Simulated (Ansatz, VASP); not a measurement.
**MgS: VASP beside Ansatz**

INCAR

```
SYSTEM = MgS
  ALGO = Normal
  EDIFF = 1E-7
  EDIFFG = -0.002
  ENCUT = 600
  GGA = PS
  GGA_COMPAT = .False.
  IBRION = 2
  ISIF = 3
  ISMEAR = 0
  LASPH = .True.
  LCHARG = .False.
  LREAL = .False.
  LWAVE = .False.
  NELM = 120
  NELMIN = 4
  NSW = 100
  PREC = Accurate
  SIGMA = 0.02
```

Contents of KPOINTS:

```
k-points
0
Gamma
  8 8 8
  0 0 0
```

The input POSCAR:

```
MgS
1.0
    0.0000000000      2.8300000000      2.8300000000
    2.8300000000      0.0000000000      2.8300000000
    2.8300000000      2.8300000000      0.0000000000
Mg S
1 1
Direct
    0.0000000000      0.0000000000      0.0000000000
    0.2500000000      0.2500000000      0.2500000000
```

Input for Ansatz:

```yaml
crystal:
  lattice:
    - [0.0, 2.83, 2.83]
    - [2.83, 0.0, 2.83]
    - [2.83, 2.83, 0.0]
  atoms:
    - { symbol: Mg, position: [0.0, 0.0, 0.0] }
    - { symbol: S, position: [0.25, 0.25, 0.25] }
basis:
  ecutwfc: 420
kpoints:
  mp_grid: { grid: [8, 8, 8] }
hamiltonian:
  xc: pbesol
  pseudopotentials: { kind: paw, azcp: { folder: soft_1 } }
scf:
  occupations: { method: gaussian, width: 0.02 }
output:
  forces: true
  stress: true
  eigenvalues: true
relax:
  adjacent_minimum: "off"
  f_tol: 0.002
  max_steps: 80
  cell: { stress_tol: 0.02 }
```

Alike in both runs: task relaxation of cell and atoms; functional PBEsol; k mesh 8 × 8 × 8; occupations gaussian, width 0.02 eV; no spin polarisation.

|  | VASP | Ansatz |
| --- | --- | --- |
| version | VASP 6.6.1 | Ansatz 0.2.0 |
| potentials or method | VASP PAW PBE potentials, release 64 (Mg, S), cutoff 600 eV | scalar-relativistic, plane waves, PAW |
| valence electrons in the cell | 8 | 16 |

|  | VASP | Ansatz | Ansatz less VASP |
| --- | --- | --- | --- |
| gap on the k mesh at the Fermi level, each at its own relaxed structure (eV) | 3.33 | 3.32 | -0.007 |
| relaxed volume (Å³/atom) | 22.54 | 22.56 | +0.023 |
| relaxed cell length with the largest relative difference (Å) | 3.995 | 3.996 | +0.0014 |

VASP's potentials were made for PBE, not for PBEsol, and Ansatz warns of the same on its side. VASP's potentials hold 8 valence electrons a cell and Ansatz's 16, so a difference there can come from the potentials and not from the codes.
